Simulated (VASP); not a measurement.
# Sn2TeS (R-3m) in VASP: a series of runs

The runs below take Sn2TeS through single point, relaxation of cell and atoms, with PBE.

Program: VASP 6.6.1. These are calculated values, not measurements. Logs are shortened: lines on timing, memory, paths and dates and some standing lists are left out, and cuts for length are marked.

### 1 The cell of the first run

Symmetry: R-3m, No. 166, trigonal system. The conventional cell has a = 4.372 Å, b = 4.372 Å, c = 20.853 Å, α = 90.00°, β = 90.00°, γ = 120.00°. Within 4.0 Å of Sn (site symmetry 3m) lie 3 Te at 3.05 Å and 3 S at 3.08 Å. Te (site symmetry -3m) has 6 Sn at 3.05 Å within 4.0 Å. Within 4.1 Å of S (site symmetry -3m) lie 6 Sn at 3.08 Å.

### 2 Single point, PBE

The input, INCAR:

```
PREC     = Accurate       # precision mode
ENCUT    = 520            # plane-wave cutoff, eV
EDIFF    = 1E-7           # SCF threshold, eV
ISMEAR   = 0              # smearing method
SIGMA    = 0.1            # smearing width, eV
LREAL    = False          # projectors in reciprocal space
LASPH    = True           # aspherical terms in the spheres
NELM     = 100            # most SCF steps
ALGO     = Normal         # electronic algorithm
ISIF     = 2              # what is computed and relaxed
LWAVE    = False          # write WAVECAR
LCHARG   = True           # write CHGCAR
GGA      = PE             # functional
LELF     = True           # ELF
LVHAR    = True         
NBANDS   = 28             # bands
```

The input, KPOINTS:

```
Automatic mesh
0
Gamma
  6 6 6
```

The input, POSCAR:

```
Sn2TeS
1.0
    2.1859388900      1.2620524100      6.9508539400
   -2.1859388900      1.2620524100      6.9508539400
    0.0000000000     -2.5241048100      6.9508539400
Sn Te S
2 1 1
Direct
    0.7510823000      0.7510823000      0.7510823000
    0.2489177000      0.2489177000      0.2489177000
    0.5000000000      0.5000000000      0.5000000000
    0.0000000000      0.0000000000      0.0000000000
```

Potentials or basis: VASP PAW PBE potentials, release 64 (Sn_d, Te, S).

Run with:

```sh
$ cat potpaw_PBE.64/Sn_d/POTCAR potpaw_PBE.64/Te/POTCAR potpaw_PBE.64/S/POTCAR > POTCAR
$ mpirun -np 1 vasp_std > vasp.out
```

OUTCAR:

```text
PREC = Accurate
   ENCUT = 520
   EDIFF = 1E-7
   ISMEAR = 0
   LREAL = False
   LASPH = True
   NELM = 100
   ISIF = 2
   GGA = PE

 ion  position               nearest neighbor table
   1  0.751  0.751  0.751-   3 3.05   3 3.05   3 3.05   4 3.08   4 3.08   4 3.08
   2  0.249  0.249  0.249-   3 3.05   3 3.05   3 3.05   4 3.08   4 3.08   4 3.08
   3  0.500  0.500  0.500-   2 3.05   1 3.05   2 3.05   2 3.05   1 3.05   1 3.05
   4  0.000  0.000  0.000-   1 3.08   2 3.08   1 3.08   1 3.08   2 3.08   2 3.08

  LATTYP: Found a trigonal (rhomboedric) cell.
 ALAT       =     7.3949628540
 COS(alpha) =     0.8252432194

  Lattice vectors:

 A1 = (   2.1859388900,   1.2620524100,   6.9508539400)
 A2 = (  -2.1859388900,   1.2620524100,   6.9508539400)
 A3 = (   0.0000000000,  -2.5241048100,   6.9508539400)

Analysis of symmetry for initial positions (statically):
=====================================================================
 Subroutine PRICEL returns:
 Original cell was already a primitive cell.

 Routine SETGRP: Setting up the symmetry group for a
 trigonal (rhombohedral) supercell.

 Subroutine GETGRP returns: Found 12 space group operations
 (whereof 12 operations were pure point group operations)
 out of a pool of 12 trial point group operations.

The static configuration has the point symmetry D_3d.

Analysis of symmetry for dynamics (positions and initial velocities):
=====================================================================
 Subroutine PRICEL returns:
 Original cell was already a primitive cell.

 Routine SETGRP: Setting up the symmetry group for a
 trigonal (rhombohedral) supercell.

 Subroutine GETGRP returns: Found 12 space group operations
 (whereof 12 operations were pure point group operations)
 out of a pool of 12 trial point group operations.

The dynamic configuration has the point symmetry D_3d.

 Subroutine INISYM returns: Found 12 space group operations
 (whereof 12 operations are pure point group operations),
 and found     1 'primitive' translations

----------------------------------------------------------------------------------------

                                     Primitive cell

  volume of cell :     115.0548

  direct lattice vectors                    reciprocal lattice vectors
     2.185938890  1.262052410  6.950853940     0.228734665  0.132060020  0.047955738
    -2.185938890  1.262052410  6.950853940    -0.228734665  0.132060020  0.047955738
     0.000000000 -2.524104810  6.950853940     0.000000000 -0.264120041  0.047955739

  length of vectors
     7.394962854  7.394962854  7.394962852     0.268438352  0.268438352  0.268438352

  position of ions in fractional coordinates (direct lattice)
     0.751082300  0.751082300  0.751082300
     0.248917700  0.248917700  0.248917700
     0.500000000  0.500000000  0.500000000
     0.000000000  0.000000000  0.000000000

  ion indices of the primitive-cell ions
   primitive index   ion index
                 1           1
                 2           2
                 3           3
                 4           4

----------------------------------------------------------------------------------------

 KPOINTS: Automatic mesh

Automatic generation of k-mesh.
 Grid dimensions read from file:
 generate k-points for:    6    6    6

 Generating k-lattice:

  Cartesian coordinates                     Fractional coordinates (reciprocal lattice)
     0.038122444  0.022010003  0.007992623     0.166666667  0.000000000 -0.000000000
    -0.038122444  0.022010003  0.007992623     0.000000000  0.166666667 -0.000000000
     0.000000000 -0.044020007  0.007992623    -0.000000000 -0.000000000  0.166666667

  Length of vectors
     0.044739725  0.044739725  0.044739725

  Shift w.r.t. Gamma in fractional coordinates (k-lattice)
     0.000000000  0.000000000  0.000000000

 Subroutine IBZKPT returns following result:
 ===========================================

 Found     32 irreducible k-points:

 Following reciprocal coordinates:
            Coordinates               Weight
  0.000000  0.000000  0.000000      1.000000
  0.166667 -0.000000  0.000000      6.000000
  0.333333 -0.000000  0.000000      6.000000
  0.500000  0.000000  0.000000      3.000000
  0.166667  0.166667  0.000000      6.000000
  0.333333  0.166667  0.000000     12.000000
[... 16 lines left out ...]
  0.500000  0.500000  0.166667      6.000000
 -0.333333  0.500000  0.166667     12.000000
 [... further k-points ...]
   k-points           NKPTS =     32   k-points in BZ     NKDIM =     32   number of bands    NBANDS=     28
   number of dos      NEDOS =    301   number of ions     NIONS =      4
   total plane-waves  NPLWV = 175616
   dimension x,y,z NGX =    56 NGY =   56 NGZ =   56
   dimension x,y,z NGXF=   112 NGYF=  112 NGZF=  112
   ions per type =               2   1   1
   NGX,Y,Z   is equivalent  to a cutoff of  12.59, 12.59, 12.59 a.u.
   NGXF,Y,Z  is equivalent  to a cutoff of  25.18, 25.18, 25.18 a.u.
 SYSTEM =  unknown system
   PREC   = accura    normal or accurate (medium, high low for compatibility)
   ISTART =      0    job   : 0-new  1-cont  2-samecut
   ICHARG =      2    charge: 1-file 2-atom 10-const
   ISPIN  =      1    spin polarized calculation?
   LNONCOLLINEAR =      F non collinear calculations
   LSORBIT =      F    spin-orbit coupling
   LASPH  =      T    aspherical Exc in radial PAW
   ENCUT  =  520.0 eV  38.22 Ry    6.18 a.u.  13.75 13.75 13.75*2*pi/ulx,y,z
   NELM   =    100;   NELMIN=  2; NELMDL= -5     # of ELM steps
   EDIFF  = 0.1E-06   stopping-criterion for ELM
   LREAL  =      F    real-space projection
   EDIFFG = 0.1E-05   stopping-criterion for IOM
   NSW    =      0    number of steps for IOM
   IBRION =     -1    ionic relax: 0-MD 1-quasi-New 2-CG
   NFREE  =      0    steps in history (QN), initial steepest desc. (CG)
   ISIF   =      2    stress and relaxation
   ISYM   =      2    0-nonsym 1-usesym 2-fastsym
   POTIM  = 0.5000    time-step for ionic-motion
   TEBEG  =    0.0;   TEEND  =   0.0 temperature during run
   PSTRESS=    0.0 pullay stress
   NELECT =      40.0000    total number of electrons
   NUPDOWN=      -1.0000    fix difference up-down
   EMIN   =  10.00;   EMAX   =-10.00  energy-range for DOS
   EFERMI =   0.00;   METHOD = LEGACY
   ISMEAR =     0;   SIGMA  =   0.10  broadening in eV -4-tet -1-fermi 0-gaus
   EFERMI_NEDOS =   21; number of points for ismear=-14 and -15
   IALGO  =     38    algorithm
   IMIX   =      4    mixing-type and parameters
     AMIX     =   0.40;   BMIX     =  1.00
     AMIX_MAG =   1.60;   BMIX_MAG =  1.00
  volume/ion in A,a.u.               =      28.76       194.11
  Fermi-wavevector in a.u.,A,eV,Ry     =   1.151136  2.175331 18.029265  1.325114
  Thomas-Fermi vector in A             =   2.287795
   LORBIT       =      0    0 simple, 1 ext, 2 COOP (PROOUT), +10 PAW based schemes
   GGA     = PE    functional components
   LHFCALC =     F    Hartree Fock is set to
   AEXX    =    0.0000 exact exchange contribution
   IVDW    =     0    specifies the selected vdW correction
   LEPSILON=     F    determine dielectric tensor
   LRPA    =     F    only Hartree local field effects (RPA)
 non-spin polarized calculation
 Gauss-broadening in eV      SIGMA  =   0.10
  energy-cutoff  :      520.00
  volume of cell :      115.05
 maximum number of plane-waves:      3122
   NGX = 27   NGY = 27   NGZ = 27

 number of electron      40.0000002 magnetization

 Free energy of the ion-electron system (eV)
  ---------------------------------------------------
  ext. energy  EPLUGINS =         0.00000000
  ---------------------------------------------------
  free energy    TOTEN  =       -15.95793172 eV

  energy without entropy =      -15.95735711  energy(sigma->0) =      -15.95764442

 E-fermi :   6.5169     XC(G=0):  -9.4821

 val. band max:        6.4160957781   @ k =   0.5000   0.5000   0.0000
 cond. band min:       6.5977565796   @ k =   0.0000   0.0000   0.0000
 fundamental gap:      0.1816608015
 Fermi energy:         6.5168689952

 k-point     1 :       0.0000    0.0000    0.0000
  band No.  band energies     occupation
      1     -15.4447      2.00000
      2     -15.4447      2.00000
      3     -15.4379      2.00000
      4     -15.4379      2.00000
      5     -15.4367      2.00000
      6     -15.4367      2.00000
[... 20 lines left out ...]
     27      11.6431      0.00000
     28      11.6431      0.00000

 k-point     2 :       0.1667   -0.0000    0.0000
  band No.  band energies     occupation
      1     -15.4470      2.00000
      2     -15.4426      2.00000
      3     -15.4397      2.00000
      4     -15.4376      2.00000
      5     -15.4374      2.00000
      6     -15.4342      2.00000
[... 20 lines left out ...]
     27      11.2914      0.00000
     28      12.5504      0.00000

 k-point     3 :       0.3333   -0.0000    0.0000
  band No.  band energies     occupation
      1     -15.4515      2.00000
      2     -15.4448      2.00000
      3     -15.4402      2.00000
      4     -15.4377      2.00000
      5     -15.4360      2.00000
      6     -15.4328      2.00000
[... 20 lines left out ...]
     27      11.2975      0.00000
     28      12.5177      0.00000

 k-point     4 :       0.5000    0.0000    0.0000
  band No.  band energies     occupation
      1     -15.4535      2.00000
      2     -15.4479      2.00000
      3     -15.4398      2.00000
      4     -15.4372      2.00000
      5     -15.4350      2.00000
      6     -15.4349      2.00000
[... 20 lines left out ...]
     27      11.4965      0.00000
     28      11.6314      0.00000

 k-point     5 :       0.1667    0.1667    0.0000
  band No.  band energies     occupation
      1     -15.4478      2.00000
      2     -15.4420      2.00000
      3     -15.4388      2.00000
      4     -15.4387      2.00000
      5     -15.4367      2.00000
      6     -15.4345      2.00000
[... 20 lines left out ...]
     27      11.6946      0.00000
     28      12.2035      0.00000

 k-point     6 :       0.3333    0.1667    0.0000
  band No.  band energies     occupation
      1     -15.4509      2.00000
      2     -15.4434      2.00000
      3     -15.4386      2.00000
      4     -15.4385      2.00000
      5     -15.4368      2.00000
      6     -15.4345      2.00000
[... 463 lines left out ...]
      5     -15.4352      2.00000
      6     -15.4338      2.00000
[... 20 lines left out ...]
     27      11.4337      0.00000
     28      12.3396      0.00000

 k-point    22 :      -0.1667    0.3333    0.1667
  band No.  band energies     occupation
      1     -15.4556      2.00000
      2     -15.4445      2.00000
      3     -15.4418      2.00000
      4     -15.4375      2.00000
      5     -15.4353      2.00000
      6     -15.4333      2.00000
[... 20 lines left out ...]
     27      12.0144      0.00000
     28      13.1015      0.00000

 k-point    23 :       0.5000    0.5000    0.1667
  band No.  band energies     occupation
      1     -15.4552      2.00000
      2     -15.4440      2.00000
      3     -15.4422      2.00000
      4     -15.4408      2.00000
      5     -15.4351      2.00000
      6     -15.4329      2.00000
[... 20 lines left out ...]
     27      11.1293      0.00000
     28      12.6755      0.00000

 k-point    24 :      -0.3333    0.5000    0.1667
  band No.  band energies     occupation
      1     -15.4561      2.00000
      2     -15.4472      2.00000
      3     -15.4404      2.00000
      4     -15.4395      2.00000
      5     -15.4350      2.00000
      6     -15.4335      2.00000
[... 20 lines left out ...]
     27      11.5509      0.00000
     28      12.2572      0.00000

 [... further k-points ...]
[... 5 lines left out ...]
  --------------------------------------------------------------------------------------
  -------------------------------------------------------------------------------------
  Total        0.4979354      0.4979354      0.8192111      0.0000000      0.0000000      0.0000000
  in kB        6.9339187      6.9339187     11.4077923      0.0000000      0.0000000      0.0000000
  external PRESSURE =       8.4252099 kB  Pullay stress =       0.0000000 kB

 VOLUME and BASIS-vectors are now :
 -----------------------------------------------------------------------------
  energy-cutoff  :      520.00
  volume of cell :      115.05
      direct lattice vectors                 reciprocal lattice vectors
     2.185938890  1.262052410  6.950853940     0.228734665  0.132060020  0.047955738
    -2.185938890  1.262052410  6.950853940    -0.228734665  0.132060020  0.047955738
     0.000000000 -2.524104810  6.950853940     0.000000000 -0.264120041  0.047955739

 POSITION                                       TOTAL-FORCE (eV/Angst)
 -----------------------------------------------------------------------------------
      0.00000      0.00000     15.66199        -0.000000     -0.000000     -1.442175
      0.00000      0.00000      5.19057        -0.000000      0.000000      1.442175
      0.00000      0.00000     10.42628         0.000000     -0.000000      0.000000
      0.00000      0.00000      0.00000        -0.000000      0.000000      0.000000
 -----------------------------------------------------------------------------------
    total drift:                                0.000000      0.000000      0.000000

  FREE ENERGIE OF THE ION-ELECTRON SYSTEM (eV)
  ---------------------------------------------------
  free  energy   TOTEN  =       -15.9579317216 eV

  energy  without entropy=      -15.9573571141  energy(sigma->0) =      -15.95764442
```

Run time: 6.6 min. Hardware: 1 thread of Intel Xeon Platinum 8375C at 2.90GHz (Ice Lake), shared host; peak memory 0.43 GiB.

What came out:

```
Free energy            : -15.9579 eV
Pressure               : 0.8 GPa
Largest force          : 1.442 eV/Å
Band gap on the k mesh : 0.18 eV, indirect (least direct gap 0.23 eV)
```

Forces on the atoms (eV/Å):
```
Sn   0.000  0.000 -1.442
Sn   0.000  0.000  1.442
Te   0.000  0.000  0.000
S    0.000  0.000  0.000
```

Stress tensor (GPa, compression positive):
```
0.69 0.00 0.00
0.00 0.69 0.00
0.00 0.00 1.14
```

Caveat: spin-orbit coupling is left out, which moves the levels of the heavy elements; forces of over 1 eV/Å act on the atoms, so gaps and moduli don't describe the material at rest. A k mesh can miss the band edges.

### 3 Single point, PBE

The input, INCAR:

```
SYSTEM = Sn2TeS
  ALGO = Normal
  EDIFF = 1E-6
  ENCUT = 520
  GGA = PE
  ISIF = 2
  ISMEAR = 0
  LASPH = .TRUE.
  LCHARG = .TRUE.
  LELF = .TRUE.
  LREAL = .FALSE.
  LVHAR = .TRUE.
  LWAVE = .FALSE.
  NBANDS = 28
  NELM = 100
  PREC = Accurate
  SIGMA = 0.1
```

The input, KPOINTS:

```
k-points
0
G
  6 6 6
  0 0 0
```

The input, POSCAR:

```
Sn2TeS
1.0
    2.1724729719      1.2542778568      7.0294352601
   -2.1724729719      1.2542778568      7.0294352601
    0.0000000000     -2.5085557086      7.0294352610
Sn Te S
2 1 1
Direct
    0.7406924186      0.7406924186      0.7406924186
    0.2593075814      0.2593075814      0.2593075814
    0.5000000000      0.5000000000      0.5000000000
    0.0000000000      0.0000000000      0.0000000000
```

Potentials or basis: VASP PAW PBE potentials, release 64 (Sn_d, Te, S).

Run with:

```sh
$ cat potpaw_PBE.64/Sn_d/POTCAR potpaw_PBE.64/Te/POTCAR potpaw_PBE.64/S/POTCAR > POTCAR
$ mpirun -np 1 vasp_std > vasp.out
```

It took 5.5 min on 1 thread of Intel Xeon Platinum 8375C at 2.90GHz (Ice Lake), shared host; peak memory 0.46 GiB.

Results (log left out):

- Free energy: -16.2683 eV
- Pressure: -0.2 GPa
- Largest force: 0.028 eV/Å
- Band gap on the k mesh: 0.10 eV, indirect (least direct gap 0.12 eV)

Forces in eV/Å, atoms in the order of the input:
```
Sn   0.000  0.000  0.028
Sn   0.000  0.000 -0.028
Te   0.000  0.000  0.000
S    0.000  0.000  0.000
```

Stress tensor (GPa, compression positive):
```
-0.25  0.00  0.00
 0.00 -0.25  0.00
 0.00  0.00 -0.17
```

Levels at points of the mesh, in eV from the valence-band top:
| k point | band 18 | band 19 | band 20 | band 21 | band 22 | band 23 |
| --- | --- | --- | --- | --- | --- | --- |
| (0.00, 0.00, 0.00) | -1.46 | -1.46 | 0.00 | 0.12 | 0.74 | 0.74 |
| (0.50, 0.00, 0.00) | -2.58 | -2.47 | -2.38 | 2.49 | 2.55 | 2.67 |
| (0.50, 0.50, 0.00) | -2.04 | -1.89 | -0.12 | 0.10 | 0.88 | 0.89 |
| (0.50, 0.50, 0.50) | -1.56 | -1.49 | -1.09 | 1.75 | 1.75 | 1.92 |

Caveat: spin-orbit coupling is left out, which moves the levels of the heavy elements.

[end of part 1 of 2]
